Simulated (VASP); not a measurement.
Wanted: the native input for a VASP 6.6.1 run.

```
Task                   : single point
Functional             : r2SCAN
Potentials or basis    : VASP PAW PBE potentials, release 64 (Cs_sv, I)
Cutoff                 : 550 eV
k mesh                 : 4 × 4 × 4
Occupations            : gaussian, width 0.01 eV
Spin                   : no spin polarisation
Dipole correction      : no
Further INCAR settings : ALGO = Normal; EDIFF = 1e-06; NBANDS = 15
```

CsI:

```xyz
2
Lattice="4.6081 0.0000 0.0000 0.0000 4.6081 0.0000 0.0000 0.0000 4.6081" Properties=species:S:1:pos:R:3 pbc="T T T"
Cs    0.0000    0.0000    0.0000
I     2.3040    2.3040    2.3040
```

One way to write it, as run:

POSCAR

```
CsI
1.0
    4.6080834137      0.0000000000      0.0000000000
    0.0000000000      4.6080834137      0.0000000000
    0.0000000000      0.0000000000      4.6080834137
Cs I
1 1
Direct
    0.0000000000      0.0000000000      0.0000000000
    0.5000000000      0.5000000000      0.5000000000
```

INCAR.step1

```
SYSTEM = CsI
  PREC = Accurate
  ENCUT = 550
  ISMEAR = 0
  SIGMA = 0.01
  LREAL = .FALSE.
  LASPH = .TRUE.
  NELM = 120
  NBANDS = 15
  GGA = PE
  ALGO = Normal
  EDIFF = 1E-5
  LWAVE = .TRUE.
  LCHARG = .FALSE.
  GGA_COMPAT = .FALSE.
```

INCAR.step2

```
SYSTEM = CsI
  PREC = Accurate
  ENCUT = 550
  EDIFF = 1E-6
  ISMEAR = 0
  SIGMA = 0.01
  LREAL = .FALSE.
  LASPH = .TRUE.
  NELM = 120
  ALGO = Normal
  ISIF = 2
  LWAVE = .FALSE.
  LCHARG = .FALSE.
  METAGGA = R2SCAN
  LMIXTAU = .TRUE.
  NBANDS = 15
  ISTART = 1
  GGA_COMPAT = .FALSE.
```

KPOINTS

```
Automatic mesh
0
G
  4 4 4
  0 0 0
```

Potentials or basis: VASP PAW PBE potentials, release 64 (Cs_sv, I).

The run is started by

```console
$ cat potpaw_PBE.64/Cs_sv/POTCAR potpaw_PBE.64/I/POTCAR > POTCAR
$ cp INCAR.step1 INCAR
$ mpirun -np 1 vasp_std > vasp.out
$ cp INCAR.step2 INCAR
$ mpirun -np 1 vasp_std > vasp.out
```

It gave:

```json
{
  "Pressure": "0.1 GPa",
  "Band gap on the k mesh": "4.50 eV (least direct gap 4.59 eV)"
}
```

Caveat: the PAW data sets were made with another functional, which shifts forces and pressure a little; spin-orbit coupling is left out, which moves the levels of the heavy elements.

It took 120 s on 1 thread of Intel Xeon 8259CL, with other jobs on the host, peak memory 0.22 GiB.
